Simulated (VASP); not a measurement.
# Ge3N4 (Fd-3m) in VASP: relaxation of the atoms with PBE

Aim: the relaxation of the atoms of Ge3N4 with PBE.

Everything below comes from runs of VASP 6.6.1. Logs are shortened: lines on timing, memory, paths and dates and some standing lists are left out, and cuts for length are marked.

### Step 1. The cell of the first run

Symmetry: Fd-3m, No. 227, cubic system. Conventional cell: a = 8.472 Å, b = 8.472 Å, c = 8.472 Å, α = 90.00°, β = 90.00°, γ = 90.00°. Within 2.7 Å of Ge (site symmetry -3m) lie 6 N at 2.05 Å. Ge (site symmetry -43m) has 4 N at 1.95 Å within 2.6 Å. N (site symmetry 3m) has 4 Ge at 1.95 to 2.05 Å within 2.6 Å.

### Step 2. Relaxation of the atoms, PBE (10.86 Å³/atom)

Contents of INCAR:

```
SYSTEM = Ge3N4
PREC = Accurate
ENCUT = 520
EDIFF = 1E-7
ISMEAR = -1
SIGMA = 0.02
LREAL = .False.
LASPH = .True.
NELM = 120
ALGO = Normal
ISIF = 2
LWAVE = .False.
LCHARG = .False.
GGA = PE
IBRION = 2
NSW = 80
EDIFFG = -0.02
GGA_COMPAT = .False.
NELMIN = 4
KPAR = 4
```

Contents of KPOINTS:

```
regular mesh
0
Gamma
  6 6 6
  0 0 0
```

Contents of POSCAR:

```
Ge3N4
1.0
    0.0000000000      4.2360324514      4.2360324514
    4.2360324514      0.0000000000      4.2360324514
    4.2360324514      4.2360324514      0.0000000000
Ge N
6 8
Direct
    0.1250000000      0.1250000000      0.1250000000
    0.6250000000      0.1250000000      0.1250000000
    0.1250000000      0.1250000000      0.6250000000
    0.1250000000      0.6250000000      0.1250000000
    0.5000000000      0.5000000000      0.5000000000
    0.7500000000      0.7500000000      0.7500000000
    0.8832000000      0.8832000000      0.8832000000
    0.8996000000      0.3668000000      0.3668000000
    0.8832000000      0.8832000000      0.3504000000
    0.3668000000      0.8996000000      0.3668000000
    0.3504000000      0.8832000000      0.8832000000
    0.3668000000      0.3668000000      0.3668000000
    0.8832000000      0.3504000000      0.8832000000
    0.3668000000      0.3668000000      0.8996000000
```

Potentials or basis: VASP PAW PBE potentials, release 64 (Ge_d, N).

On the command line:

```console
$ cat potpaw_PBE.64/Ge_d/POTCAR potpaw_PBE.64/N/POTCAR > POTCAR
$ mpirun -np 4 vasp_std > vasp.out
```

OUTCAR:

```text
SYSTEM = Ge3N4
   PREC = Accurate
   ENCUT = 520
   EDIFF = 1E-7
   ISMEAR = -1
   LREAL = .False.
   LASPH = .True.
   NELM = 120
   ISIF = 2
   GGA = PE
   IBRION = 2
   NSW = 80
   EDIFFG = -0.02
   NELMIN = 4

 ion  position               nearest neighbor table
   1  0.125  0.125  0.125-   8 2.05   9 2.05  10 2.05  11 2.05  13 2.05  14 2.05
   2  0.625  0.125  0.125-   7 2.05  12 2.05  10 2.05   9 2.05  13 2.05  14 2.05
   3  0.125  0.125  0.625-   7 2.05  12 2.05  10 2.05  11 2.05   8 2.05  13 2.05
   4  0.125  0.625  0.125-   7 2.05  12 2.05   9 2.05  11 2.05   8 2.05  14 2.05
   5  0.500  0.500  0.500-   8 1.95  10 1.95  14 1.95  12 1.95
   6  0.750  0.750  0.750-   9 1.95  11 1.95  13 1.95   7 1.95
   7  0.883  0.883  0.883-   6 1.95   3 2.05   4 2.05   2 2.05
   8  0.900  0.367  0.367-   5 1.95   1 2.05   4 2.05   3 2.05
   9  0.883  0.883  0.350-   6 1.95   1 2.05   4 2.05   2 2.05
  10  0.367  0.900  0.367-   5 1.95   1 2.05   3 2.05   2 2.05
  11  0.350  0.883  0.883-   6 1.95   1 2.05   4 2.05   3 2.05
  12  0.367  0.367  0.367-   5 1.95   3 2.05   4 2.05   2 2.05
  13  0.883  0.350  0.883-   6 1.95   1 2.05   3 2.05   2 2.05
  14  0.367  0.367  0.900-   5 1.95   1 2.05   4 2.05   2 2.05

  LATTYP: Found a face centered cubic cell.
 ALAT       =     8.4720649028

  Lattice vectors:

 A1 = (   0.0000000000,   4.2360324514,   4.2360324514)
 A2 = (   4.2360324514,   0.0000000000,   4.2360324514)
 A3 = (   4.2360324514,   4.2360324514,   0.0000000000)

Analysis of symmetry for initial positions (statically):
=====================================================================
 Subroutine PRICEL returns:
 Original cell was already a primitive cell.

 Routine SETGRP: Setting up the symmetry group for a
 face centered cubic supercell.

 Subroutine GETGRP returns: Found 48 space group operations
 (whereof 24 operations were pure point group operations)
 out of a pool of 48 trial point group operations.

The static configuration has the point symmetry T_d .
 The point group associated with its full space group is O_h .

Analysis of symmetry for dynamics (positions and initial velocities):
=====================================================================
 Subroutine PRICEL returns:
 Original cell was already a primitive cell.

 Routine SETGRP: Setting up the symmetry group for a
 face centered cubic supercell.

 Subroutine GETGRP returns: Found 48 space group operations
 (whereof 24 operations were pure point group operations)
[... 105 lines left out ...]
   ions per type =               6   8
   NGX,Y,Z   is equivalent  to a cutoff of  13.32, 13.32, 13.32 a.u.
   NGXF,Y,Z  is equivalent  to a cutoff of  26.64, 26.64, 26.64 a.u.
 SYSTEM =  Ge3N4
   PREC   = accura    normal or accurate (medium, high low for compatibility)
   ISTART =      0    job   : 0-new  1-cont  2-samecut
   ICHARG =      2    charge: 1-file 2-atom 10-const
   ISPIN  =      1    spin polarized calculation?
   LNONCOLLINEAR =      F non collinear calculations
   LSORBIT =      F    spin-orbit coupling
   LASPH  =      T    aspherical Exc in radial PAW
   ENCUT  =  520.0 eV  38.22 Ry    6.18 a.u.  11.14 11.14 11.14*2*pi/ulx,y,z
   NELM   =    120;   NELMIN=  4; NELMDL= -5     # of ELM steps
   EDIFF  = 0.1E-06   stopping-criterion for ELM
   LREAL  =      F    real-space projection
   EDIFFG = -.2E-01   stopping-criterion for IOM
   NSW    =     80    number of steps for IOM
   IBRION =      2    ionic relax: 0-MD 1-quasi-New 2-CG
   NFREE  =      1    steps in history (QN), initial steepest desc. (CG)
   ISIF   =      2    stress and relaxation
   ISYM   =      2    0-nonsym 1-usesym 2-fastsym
   POTIM  = 0.5000    time-step for ionic-motion
   TEBEG  =    0.0;   TEEND  =   0.0 temperature during run
   PSTRESS=    0.0 pullay stress
   NELECT =     124.0000    total number of electrons
   NUPDOWN=      -1.0000    fix difference up-down
   EMIN   =  10.00;   EMAX   =-10.00  energy-range for DOS
   EFERMI =   0.00;   METHOD = LEGACY
   ISMEAR =    -1;   SIGMA  =   0.02  broadening in eV -4-tet -1-fermi 0-gaus
   EFERMI_NEDOS =   21; number of points for ismear=-14 and -15
   IALGO  =     38    algorithm
   IMIX   =      4    mixing-type and parameters
     AMIX     =   0.40;   BMIX     =  1.00
     AMIX_MAG =   1.60;   BMIX_MAG =  1.00
  volume/ion in A,a.u.               =      10.86        73.28
  Fermi-wavevector in a.u.,A,eV,Ry     =   1.529606  2.890535 31.833457  2.339693
  Thomas-Fermi vector in A             =   2.637203
   LORBIT       =      0    0 simple, 1 ext, 2 COOP (PROOUT), +10 PAW based schemes
   GGA     = PE    functional components
   LHFCALC =     F    Hartree Fock is set to
   AEXX    =    0.0000 exact exchange contribution
   IVDW    =     0    specifies the selected vdW correction
   LEPSILON=     F    determine dielectric tensor
   LRPA    =     F    only Hartree local field effects (RPA)
 conjugate gradient relaxation of ions
 non-spin polarized calculation
  energy-cutoff  :      520.00
  volume of cell :      152.02
 maximum number of plane-waves:      4111
 NGX is ok and might be reduce to    48
   NGX = 23   NGY = 23   NGZ = 23

--------------------------------------- Ionic step        1  -------------------------------------------

 number of electron     124.0000024 magnetization

 Free energy of the ion-electron system (eV)
  ---------------------------------------------------
  ext. energy  EPLUGINS =         0.00000000
  ---------------------------------------------------
  free energy    TOTEN  =       -92.49767384 eV

  energy without entropy =      -92.49767384  energy(sigma->0) =      -92.49767384

------------------------ aborting loop because EDIFF is reached ----------------------------------------

  FORCE on cell =-STRESS in cart. coord.  units (eV):
  Direction    XX          YY          ZZ          XY          YZ          ZX
  --------------------------------------------------------------------------------------
  -------------------------------------------------------------------------------------
  Total      -10.2240787    -10.2240787    -10.2240787     -0.0000000      0.0000000      0.0000000
  in kB     -107.7523955   -107.7523955   -107.7523955     -0.0000000      0.0000000      0.0000000
  external PRESSURE =    -107.7523955 kB  Pullay stress =       0.0000000 kB
[... 83 lines left out ...]
--------------------------------------- Ionic step        3  -------------------------------------------

 number of electron     124.0000024 magnetization

 Free energy of the ion-electron system (eV)
  ---------------------------------------------------
  ext. energy  EPLUGINS =         0.00000000
  ---------------------------------------------------
  free energy    TOTEN  =       -92.50462575 eV

  energy without entropy =      -92.50462575  energy(sigma->0) =      -92.50462575

 E-fermi :   6.7642     XC(G=0): -11.9353

 val. band max:        6.3046049482   @ k =   0.0000   0.0000   0.0000
 cond. band min:       7.4861575189   @ k =   0.0000   0.0000   0.0000
 fundamental gap:      1.1815525707
 Fermi energy:         6.7641504083

 k-point     1 :       0.0000    0.0000    0.0000
  band No.  band energies     occupation
      1     -18.0920      2.00000
      2     -18.0920      2.00000
      3     -18.0920      2.00000
      4     -18.0852      2.00000
      5     -18.0852      2.00000
      6     -18.0852      2.00000
[... 1262 lines left out ...]
  FREE ENERGIE OF THE ION-ELECTRON SYSTEM (eV)
  ---------------------------------------------------
  free  energy   TOTEN  =       -92.5046257455 eV

  energy  without entropy=      -92.5046257455  energy(sigma->0) =      -92.50462575

 reached required accuracy - stopping structural energy minimisation
```

CONTCAR:

```text
Ge3N4
   1.00000000000000
     0.0000000000000000    4.2360324513999998    4.2360324513999998
     4.2360324513999998    0.0000000000000000    4.2360324513999998
     4.2360324513999998    4.2360324513999998    0.0000000000000000
  Ge              N
     6     8
Direct
     0.1250000000000000    0.1250000000000000    0.1250000000000000
[... 17 lines left out ...]
  0.00000000E+00  0.00000000E+00  0.00000000E+00
  0.00000000E+00  0.00000000E+00  0.00000000E+00
  0.00000000E+00  0.00000000E+00  0.00000000E+00
  0.00000000E+00  0.00000000E+00  0.00000000E+00
  0.00000000E+00  0.00000000E+00  0.00000000E+00
  0.00000000E+00  0.00000000E+00  0.00000000E+00
  0.00000000E+00  0.00000000E+00  0.00000000E+00
  0.00000000E+00  0.00000000E+00  0.00000000E+00
  0.00000000E+00  0.00000000E+00  0.00000000E+00
  0.00000000E+00  0.00000000E+00  0.00000000E+00
  0.00000000E+00  0.00000000E+00  0.00000000E+00
```

It took 2.5 min on 4 MPI ranks of Intel Xeon Platinum 8488C (Sapphire Rapids), shared host; peak memory 0.41 GiB.

What came out:

| Quantity | Value |
| --- | --- |
| Free energy | -92.5046 eV |
| Energy gained by relaxing | 0.5 meV/atom |
| Ionic steps | 3 |
| Pressure after relaxing | -10.5 GPa |
| Band gap on the k mesh | 1.18 eV |

Step by step:
```csv
step,energy change (eV),largest force (eV/Å),pressure (GPa)
1,0.0000,0.2169,-10.78
2,-0.0063,0.0658,-10.42
3,-0.0070,0.0002,-10.51
```

Final structure:
```
Ge N
1.0
     0.00000    4.23603    4.23603
     4.23603    0.00000    4.23603
     4.23603    4.23603    0.00000
Ge N
6 8
Direct
  0.12500 0.12500 0.12500
  0.62500 0.12500 0.12500
  0.12500 0.12500 0.62500
  0.12500 0.62500 0.12500
  0.50000 0.50000 0.50000
  0.75000 0.75000 0.75000
  0.88375 0.88375 0.88375
  0.90124 0.36625 0.36625
  0.88375 0.88375 0.34876
  0.36625 0.90124 0.36625
  0.34876 0.88375 0.88375
  0.36625 0.36625 0.36625
  0.88375 0.34876 0.88375
  0.36625 0.36625 0.90124
```

Levels at points of the mesh, in eV from the valence-band top:
```
           k point  band 58  band 59  band 60  band 61  band 62  band 63  band 64  band 65  band 66  band 67
(0.00, 0.00, 0.00)    -0.31    -0.31     0.00     0.00     0.00     1.18     1.96     1.96     1.96     1.96
(0.50, 0.00, 0.00)    -0.66    -0.66    -0.49    -0.10    -0.10     3.11     3.13     4.34     4.34     4.61
(0.50, 0.50, 0.00)    -1.64    -0.91    -0.91    -0.14    -0.14     4.22     4.22     5.08     5.08     5.23
```
